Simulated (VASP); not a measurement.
# Nb (Pm-3m) in VASP: notebook, part 2 of 2

VASP 6.6.1.

## 4. Single point, revPBE (volume scaled by 0.96)

The input, INCAR:

```
PREC     = Accurate       # precision mode
ENCUT    = 520            # plane-wave cutoff, eV
EDIFF    = 1E-7           # SCF threshold, eV
ISMEAR   = -1             # smearing method
SIGMA    = 0.1            # smearing width, eV
LREAL    = False          # projectors in reciprocal space
LASPH    = True           # aspherical terms in the spheres
NELM     = 60             # most SCF steps
ALGO     = Normal         # electronic algorithm
ISIF     = 2              # what is computed and relaxed
LWAVE    = False          # write WAVECAR
LCHARG   = False          # write CHGCAR
GGA      = RE             # functional
NBANDS   = 12             # bands
```

The input, KPOINTS:

```
Automatic mesh
0
Gamma
  13 13 13
```

The input, POSCAR:

```
Nb
1.0
    2.6957975478      0.0000000000      0.0000000000
    0.0000000000      2.6957975478      0.0000000000
    0.0000000000      0.0000000000      2.6957975478
Nb
1
Direct
    0.0000000000      0.0000000000      0.0000000000
```

Potentials or basis: VASP PAW PBE potentials, release 64 (Nb_sv).

Run with:

```sh
cat potpaw_PBE.64/Nb_sv/POTCAR > POTCAR
mpirun -np 1 vasp_std > vasp.out
```

OUTCAR:

```text
PREC = Accurate
   ENCUT = 520
   EDIFF = 1E-7
   ISMEAR = -1
   LREAL = False
   LASPH = True
   NELM = 60
   ISIF = 2
   GGA = RE

 ion  position               nearest neighbor table
   1  0.000  0.000  0.000-

  LATTYP: Found a simple cubic cell.
 ALAT       =     2.6957975478

  Lattice vectors:

 A1 = (   2.6957975478,   0.0000000000,   0.0000000000)
 A2 = (   0.0000000000,   2.6957975478,   0.0000000000)
 A3 = (   0.0000000000,   0.0000000000,   2.6957975478)

Analysis of symmetry for initial positions (statically):
=====================================================================
 Subroutine PRICEL returns:
 Original cell was already a primitive cell.

 Routine SETGRP: Setting up the symmetry group for a
 simple cubic supercell.

 Subroutine GETGRP returns: Found 48 space group operations
 (whereof 48 operations were pure point group operations)
 out of a pool of 48 trial point group operations.

The static configuration has the point symmetry O_h .

Analysis of symmetry for dynamics (positions and initial velocities):
[... 162 lines left out ...]

 k-point     1 :       0.0000    0.0000    0.0000
  band No.  band energies     occupation
      1     -44.4839      2.00000
      2     -19.7183      2.00000
      3     -19.7183      2.00000
      4     -19.7183      2.00000
      5       4.5514      2.00000
      6       7.3147      2.00000
      7       7.3147      2.00000
      8      15.4409      0.00000
      9      15.4409      0.00000
     10      15.4409      0.00000
     11      25.0508      0.00000
     12      25.0508      0.00000
[... 331 lines left out ...]
 k-point    24 :       0.3846    0.3077    0.0000
  band No.  band energies     occupation
      1     -44.1721      2.00000
      2     -20.9361      2.00000
      3     -20.6139      2.00000
      4     -19.5001      2.00000
      5       7.1900      2.00000
      6       8.5742      2.00000
      7      12.2403      0.00000
      8      12.8504      0.00000
      9      13.5289      0.00000
     10      13.9081      0.00000
     11      20.0497      0.00000
     12      24.3311      0.00000

 [... further k-points ...]

------------------------ aborting loop because EDIFF is reached ----------------------------------------

  FORCE on cell =-STRESS in cart. coord.  units (eV):
  Direction    XX          YY          ZZ          XY          YZ          ZX
  --------------------------------------------------------------------------------------
  -------------------------------------------------------------------------------------
  Total        0.6033663      0.6033663      0.6033663      0.0000000      0.0000000     -0.0000000
  in kB       49.3434843     49.3434843     49.3434843      0.0000000      0.0000000     -0.0000000
  external PRESSURE =      49.3434843 kB  Pullay stress =       0.0000000 kB

 VOLUME and BASIS-vectors are now :
 -----------------------------------------------------------------------------
  energy-cutoff  :      520.00
  volume of cell :       19.59
      direct lattice vectors                 reciprocal lattice vectors
     2.695797548  0.000000000  0.000000000     0.370947737  0.000000000  0.000000000
     0.000000000  2.695797548  0.000000000     0.000000000  0.370947737  0.000000000
     0.000000000  0.000000000  2.695797548     0.000000000  0.000000000  0.370947737

 POSITION                                       TOTAL-FORCE (eV/Angst)
 -----------------------------------------------------------------------------------
      0.00000      0.00000      0.00000         0.000000      0.000000      0.000000
 -----------------------------------------------------------------------------------
    total drift:                                0.000000      0.000000      0.000000

  FREE ENERGIE OF THE ION-ELECTRON SYSTEM (eV)
  ---------------------------------------------------
  free  energy   TOTEN  =        -8.8443468812 eV

  energy  without entropy=       -8.8135507590  energy(sigma->0) =       -8.82894882
```

OSZICAR:

```text
N       E                     dE             d eps       ncg     rms          rms(c)
DAV:   1     0.119399859883E+03    0.11940E+03   -0.73028E+03  2032   0.108E+03
DAV:   2    -0.388947757354E+01   -0.12329E+03   -0.11764E+03  2172   0.383E+02
DAV:   3    -0.874673581192E+01   -0.48573E+01   -0.45601E+01  2852   0.668E+01
DAV:   4    -0.908164478513E+01   -0.33491E+00   -0.33242E+00  2844   0.159E+01
DAV:   5    -0.909376409549E+01   -0.12119E-01   -0.12115E-01  3040   0.257E+00    0.658E+00
DAV:   6    -0.884654405275E+01    0.24722E+00   -0.45408E-01  3188   0.828E+00    0.251E+00
DAV:   7    -0.883627506939E+01    0.10269E-01   -0.11896E-01  3400   0.427E+00    0.907E-01
DAV:   8    -0.884427012656E+01   -0.79951E-02   -0.13589E-02  2284   0.150E+00    0.445E-02
DAV:   9    -0.884434399276E+01   -0.73866E-04   -0.11743E-03  3240   0.261E-01    0.641E-02
DAV:  10    -0.884435645172E+01   -0.12459E-04   -0.26775E-05  2536   0.566E-02    0.450E-02
DAV:  11    -0.884434840465E+01    0.80471E-05   -0.30572E-05  2624   0.942E-02    0.120E-02
DAV:  12    -0.884434796341E+01    0.44124E-06   -0.56181E-07  2592   0.716E-03    0.953E-03
DAV:  13    -0.884434674410E+01    0.12193E-05   -0.12243E-06  2552   0.133E-02    0.883E-04
DAV:  14    -0.884434690578E+01   -0.16168E-06   -0.71759E-08  1708   0.345E-03    0.498E-04
DAV:  15    -0.884434688121E+01    0.24573E-07   -0.81768E-09  1252   0.134E-03
   1 F= -.88443469E+01 E0= -.88289488E+01  d E =-.307961E-01
```

It took 11 s on 1 thread of Intel Xeon 6975P-C (Granite Rapids), shared host; peak memory 0.13 GiB.

What came out:

| Property | Result |
| --- | --- |
| Free energy | -8.8443 eV |
| Pressure | 4.9 GPa |

Caveat: the cell differs from its parent crystal (volume scaled by 0.96); the PAW data sets were made with another functional, which shifts forces and pressure a little.

## 5. Single point, revPBE

This run uses another cell than the first one, of 20.41 Å³/atom, 1.136 times its volume.

The input, INCAR:

```
SYSTEM = Nb
PREC     = Accurate       ! precision mode
ENCUT    = 520            ! plane-wave cutoff, eV
EDIFF    = 1E-6           ! SCF threshold, eV
ISMEAR   = -1             ! smearing method
SIGMA    = 0.1            ! smearing width, eV
LREAL    = .FALSE.        ! projectors in reciprocal space
LASPH    = .TRUE.         ! aspherical terms in the spheres
NELM     = 60             ! most SCF steps
ALGO     = Normal         ! electronic algorithm
ISIF     = 2              ! what is computed and relaxed
LWAVE    = .FALSE.        ! write WAVECAR
LCHARG   = .FALSE.        ! write CHGCAR
GGA      = RE             ! functional
NBANDS   = 12             ! bands
```

The input, KPOINTS:

```
Automatic mesh
0
G
  12 12 12
  0 0 0
```

The input, POSCAR:

```
Nb
1.0
    2.7327308708      0.0000000000      0.0000000000
    0.0000000000      2.7327308708      0.0000000000
    0.0000000000      0.0000000000      2.7327308708
Nb
1
Direct
    0.0000000000      0.0000000000      0.0000000000
```

Run with:

```sh
cat potpaw_PBE.64/Nb_sv/POTCAR > POTCAR
mpirun -np 1 vasp_std > vasp.out
```

Run time: 9.2 s. Hardware: 1 thread of Intel Xeon 6975P-C (Granite Rapids), shared host; peak memory 0.13 GiB.

Results (log left out):

| Item | Value |
| --- | --- |
| Free energy | -8.8633 eV |
| Pressure | -0.2 GPa |

Levels at points of the mesh, in eV from the Fermi level:
```
           k point  band 5  band 6  band 7  band 8  band 9  band 10
(0.00, 0.00, 0.00)   -5.56   -2.73   -2.73    4.99    4.99     4.99
(0.50, 0.00, 0.00)   -2.50   -1.86    0.49    1.85    1.85     5.32
(0.50, 0.50, 0.00)   -3.95   -1.04    2.51    2.51    5.67     5.67
(0.50, 0.50, 0.50)   -2.39   -2.39   -2.39    7.30    7.30     7.38
```

Caveat: the PAW data sets were made with another functional, which shifts forces and pressure a little.

## 6. Overview

| cell | k mesh | gap on the mesh (eV) | pressure (GPa) |
| --- | --- | --- | --- |
| a = 2.619 Å, 1 atom | 13 × 13 × 13 | none | 20.1 |
| a = 2.658 Å, 1 atom | 13 × 13 × 13 | none | 11.7 |
| a = 2.696 Å, 1 atom | 13 × 13 × 13 | none | 4.9 |
| a = 2.733 Å, 1 atom | 12 × 12 × 12 | none | -0.2 |

Alike in all rows: task single point; level revPBE; potentials or basis VASP PAW PBE potentials, release 64 (Nb_sv); no spin polarisation; cutoff (eV) 520; smearing fermi-dirac 0.1 eV.

Caveats: the PAW data sets were made with another functional, which shifts forces and pressure a little.

Absolute energies hang on the potentials; compare differences alone.
